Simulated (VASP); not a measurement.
The system is TlCl.

```
Tl Cl
1.0
     3.83883    0.00000    0.00000
     0.00000    3.83883    0.00000
     0.00000    0.00000    3.83883
Tl Cl
1 1
Direct
  0.00000 0.00000 0.00000
  0.50000 0.50000 0.50000
```

Base run:

```yaml
Program: VASP 6.6.1
Functional: r2SCAN
Potentials_or_basis: VASP PAW PBE potentials, release 64 (Tl_d, Cl)
Cutoff: 550 eV
k_mesh: 4 × 4 × 4
Occupations: gaussian, width 0.01 eV
Spin: no spin polarisation
```

Its results: band gap on the k mesh 2.51 eV, direct; pressure 0.0 GPa.

Q: The run is repeated on the same cell with these changes: functional from r2SCAN to PBE; cutoff from 550 eV to 500 eV. What comes out?

A: Band gap on the k mesh 2.09 eV, direct; pressure 1.2 GPa.

r2SCAN gives the wider gap, since meta-GGAs in the generalised Kohn-Sham scheme recover part of the derivative discontinuity.

Caveats: spin-orbit coupling is left out, which moves the levels of the heavy elements; the PAW data sets were made with another functional, which shifts forces and pressure a little (some runs).

A k mesh can miss the band edges.
